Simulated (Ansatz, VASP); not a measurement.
## One calculation of GaP, two programs

INCAR

```
ALGO     = Normal         # electronic algorithm
EDIFF    = 1E-6           # SCF threshold, eV
ENCUT    = 520            # plane-wave cutoff, eV
GGA      = PE             # functional
ISIF     = 2              # what is computed and relaxed
ISMEAR   = 0              # smearing method
LASPH    = T              # aspherical terms in the spheres
LCHARG   = F              # write CHGCAR
LREAL    = F              # projectors in reciprocal space
LWAVE    = F              # write WAVECAR
NBANDS   = 16             # bands
NELM     = 80             # most SCF steps
PREC     = Accurate       # precision mode
SIGMA    = 0.05           # smearing width, eV
```

The input KPOINTS:

```
k-points
0
Gamma
  10 10 10
```

Contents of POSCAR:

```
GaP
1.0
    0.0000000000      2.7026873458      2.8509360187
    2.8509360187      0.0000000000      2.8509360187
    2.8509360187      2.7026873458      0.0000000000
Ga P
1 1
Direct
    0.0000000000      0.0000000000      0.0000000000
    0.7500000000      0.7500000000      0.7500000000
```

Input for Ansatz:

```yaml
crystal:
  lattice:
    - [0.0, 2.7026873458, 2.8509360187]
    - [2.8509360187, 0.0, 2.8509360187]
    - [2.8509360187, 2.7026873458, 0.0]
  atoms:
    - { symbol: Ga, position: [0.0, 0.0, 0.0] }
    - { symbol: P, position: [0.75, 0.75, 0.75] }
basis:
  ecutwfc: 420
kpoints:
  mp_grid: { grid: [10, 10, 10] }
hamiltonian:
  xc: pbe
scf:
  occupations: { method: gaussian, width: 0.05 }
output:
  forces: true
  stress: true
  eigenvalues: true
  write_density: true
  write_potential: true
  elf: true
  volumetric_format: npy
```

Alike in both runs: task single point; functional PBE; k mesh 10 × 10 × 10; occupations gaussian, width 0.05 eV; no spin polarisation.

|  | VASP | Ansatz |
| --- | --- | --- |
| version | VASP 6.6.1 | Ansatz 0.2.0 |
| potentials or method | VASP PAW PBE potentials, release 64 (Ga_d, P), cutoff 520 eV | scalar-relativistic, plane waves, PAW |
| valence electrons in the cell | 18 | 18 |

```tsv
	VASP	Ansatz	Ansatz less VASP
gap on the k mesh at the Fermi level (eV)	0.97	0.97	+0.003
least direct gap on the mesh (eV)	0.97	0.97	+0.003
pressure (GPa)	-3.6	-3.5	+0.04
traceless stress, the component that is largest in VASP (GPa)	2.32	2.32	-0.002
```
